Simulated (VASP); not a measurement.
# Se (P6_3/mmc) in VASP: notebook, part 2 of 2

VASP 6.6.1. Earlier steps stand in the parts before.

### Step 5. Relaxation of shape and atoms at fixed volume, PBEsol

This run uses another cell than the first one, of 17.63 Å³/atom.

INCAR reads:

```
PREC = Accurate
ENCUT = 600
EDIFF = 1E-6
ISMEAR = -1
SIGMA = 0.1
LREAL = F
LASPH = T
NELM = 80
ALGO = Normal
ISIF = 4
LWAVE = F
LCHARG = F
GGA = PS
IBRION = 2
NSW = 50
EDIFFG = -0.005
```

KPOINTS reads:

```
regular mesh
0
Gamma
  14 14 8
```

POSCAR reads:

```
Se
1.0
    3.3613278103      0.0000000000      0.0000000000
   -1.6806639052      2.9109952742      0.0000000000
    0.0000000000      0.0000000000      3.6030823239
Se
2
Direct
    0.3333333333      0.6666666667      0.2500000000
    0.6666666667      0.3333333333      0.7500000000
```

Potentials or basis: VASP PAW PBE potentials, release 64 (Se).

Launch:

```bash
> cat potpaw_PBE.64/Se/POTCAR > POTCAR
> mpirun -np 1 vasp_std > vasp.out
```

OUTCAR:

```text
PREC = Accurate
   ENCUT = 600
   EDIFF = 1E-6
   ISMEAR = -1
   LREAL = F
   LASPH = T
   NELM = 80
   ISIF = 4
   GGA = PS
   IBRION = 2
   NSW = 50
   EDIFFG = -0.005

 ion  position               nearest neighbor table
   1  0.333  0.667  0.250-   2 2.65   2 2.65   2 2.65   2 2.65   2 2.65   2 2.65
   2  0.667  0.333  0.750-   1 2.65   1 2.65   1 2.65   1 2.65   1 2.65   1 2.65

  LATTYP: Found a hexagonal cell.
 ALAT       =     3.3613278103
 C/A-ratio  =     1.0719223257

  Lattice vectors:

 A1 = (   3.3613278103,   0.0000000000,   0.0000000000)
 A2 = (  -1.6806639052,   2.9109952742,   0.0000000000)
 A3 = (   0.0000000000,   0.0000000000,   3.6030823239)

Analysis of symmetry for initial positions (statically):
=====================================================================
[... 258 lines left out ...]

 val. band max:        7.4873271521   @ k =   0.2143   0.0000   0.0000
 cond. band min:       7.4907446748   @ k =   0.5000  -0.0000   0.3750
 fundamental gap:      0.0034175227
 Fermi energy:         7.4878894214

 k-point     1 :       0.0000    0.0000    0.0000
  band No.  band energies     occupation
      1     -10.5589      2.00000
      2      -2.7847      2.00000
      3       0.4869      2.00000
      4       5.7068      2.00000
      5       5.7068      2.00000
      6       9.0520      0.00000
      7       9.0520      0.00000
      8      11.4640      0.00000
      9      12.4834      0.00000
     10      15.8264      0.00000
[... 287 lines left out ...]
 k-point    24 :       0.3571    0.2857    0.0000
  band No.  band energies     occupation
      1      -6.7280      2.00000
      2      -6.0970      2.00000
      3       0.0838      2.00000
      4       4.5106      2.00000
      5       4.9235      2.00000
      6       5.2652      2.00000
      7       5.5593      2.00000
      8       8.0962      0.00455
      9      13.0559      0.00000
     10      15.6237      0.00000

 [... further k-points ...]
[... 5 lines left out ...]
  --------------------------------------------------------------------------------------
  -------------------------------------------------------------------------------------
  Total        3.6143806      3.6143806      3.6158043     -0.0000000      0.0000000      0.0000000
  in kB      164.2547416    164.2547416    164.3194406     -0.0000000      0.0000000      0.0000000
  external PRESSURE =     164.2763079 kB  Pullay stress =       0.0000000 kB
[... 17 lines left out ...]
  FREE ENERGIE OF THE ION-ELECTRON SYSTEM (eV)
  ---------------------------------------------------
  free  energy   TOTEN  =        -6.8798572739 eV

  energy  without entropy=       -6.8464101956  energy(sigma->0) =       -6.86313373

 reached required accuracy - stopping structural energy minimisation
```

OSZICAR:

```text
N       E                     dE             d eps       ncg     rms          rms(c)
DAV:   1     0.546948150839E+02    0.54695E+02   -0.60376E+03  2400   0.118E+03
DAV:   2    -0.442387461402E+01   -0.59119E+02   -0.57381E+02  3600   0.164E+02
DAV:   3    -0.680559664510E+01   -0.23817E+01   -0.23608E+01  2922   0.384E+01
[... 17 lines left out ...]
DAV:   2    -0.688230567268E+01    0.45624E-02   -0.17892E-02  2530   0.104E+00    0.283E-01
DAV:   3    -0.687983553134E+01    0.24701E-02   -0.56915E-03  2714   0.462E-01    0.373E-02
DAV:   4    -0.687985473124E+01   -0.19200E-04   -0.14636E-04  2598   0.979E-02    0.277E-02
DAV:   5    -0.687985737102E+01   -0.26398E-05   -0.66997E-06  2592   0.208E-02    0.476E-03
DAV:   6    -0.687985727386E+01    0.97159E-07   -0.17763E-07  1266   0.357E-03
   3 F= -.68798573E+01 E0= -.68631337E+01  d E =-.662062E-01
```

CONTCAR:

```text
Se
   1.00000000000000
     3.2688626418319289   -0.0000000000077329    0.0000000000000000
    -1.6344313209712857    2.8309180893532599   -0.0000000000000000
     0.0000000000000000   -0.0000000000000000    3.8098035205545062
  Se
     2
Direct
     0.3333333332999970    0.6666666667000030    0.2500000000000000
     0.6666666667000030    0.3333333332999970    0.7500000000000000

  0.00000000E+00  0.00000000E+00  0.00000000E+00
  0.00000000E+00  0.00000000E+00  0.00000000E+00
```

It took 99 s on 1 thread of Intel Xeon 8259CL, shared host; peak memory 0.19 GiB.

What came out:

```yaml
Free_energy: -6.8799 eV
Energy_gained_by_relaxing: 33.1 meV/atom
Ionic_steps: 3
Pressure_after_relaxing: 16.4 GPa
Band_gap_on_the_k_mesh: zero (bands 6 and 7 overlap by 3.49 eV)
```

The path:
| step | energy change (eV) | largest force (eV/Å) | pressure (GPa) | volume (Å³) |
| --- | --- | --- | --- | --- |
| 1 | 0.0000 | 0.0000 | 20.39 | 35.26 |
| 2 | -0.0591 | 0.0000 | 17.69 | 35.26 |
| 3 | -0.0662 | 0.0000 | 16.43 | 35.26 |

Final structure:
```
CELL_PARAMETERS angstrom
3.26886 0.00000 0.00000
-1.63443 2.83092 0.00000
0.00000 0.00000 3.80980
ATOMIC_POSITIONS crystal
Se 0.33333 0.66667 0.25000
Se 0.66667 0.33333 0.75000
```

Levels at points of the mesh, in eV from the Fermi level:
| k point | band 4 | band 5 | band 6 | band 7 | band 8 | band 9 |
| --- | --- | --- | --- | --- | --- | --- |
| (0.00, 0.00, 0.00) | -1.78 | -1.78 | 1.56 | 1.56 | 3.98 | 5.00 |
| (0.50, 0.00, 0.00) | -4.12 | -4.04 | -1.88 | -1.34 | 2.87 | 3.09 |
| (0.00, 0.00, 0.50) | -0.11 | -0.01 | -0.01 | -0.01 | -0.01 | 8.56 |
| (0.50, 0.00, 0.50) | -7.98 | -1.74 | -1.74 | 1.22 | 1.22 | 8.81 |

Caveat: the PAW data sets were made with another functional, which shifts forces and pressure a little.

### Step 6. Summary

| cell | gap on the mesh (eV) | pressure (GPa) |
| --- | --- | --- |
| relaxed from a = 3.005, b = 3.005, c = 3.221 Å, angles 90.0, 90.0, 120.0°, 2 atoms | none | 93.9 |
| relaxed from a = 3.133, b = 3.133, c = 3.358 Å, angles 90.0, 90.0, 120.0°, 2 atoms | none | 53.5 |
| relaxed from a = 3.251, b = 3.251, c = 3.485 Å, angles 90.0, 90.0, 120.0°, 2 atoms | none | 31.5 |
| relaxed from a = 3.361, b = 3.361, c = 3.603 Å, angles 90.0, 90.0, 120.0°, 2 atoms | none | 16.4 |

Alike in all rows: task relaxation of shape and atoms at fixed volume; level PBEsol; potentials or basis VASP PAW PBE potentials, release 64 (Se); no spin polarisation; k mesh 14 × 14 × 8; cutoff (eV) 600; smearing fermi-dirac 0.1 eV.

Caveats: the PAW data sets were made with another functional, which shifts forces and pressure a little; a cell axis changed by over 15 % at a fixed basis, so the end point is rough (at least some runs).

Absolute energies hang on the potentials; compare differences alone.
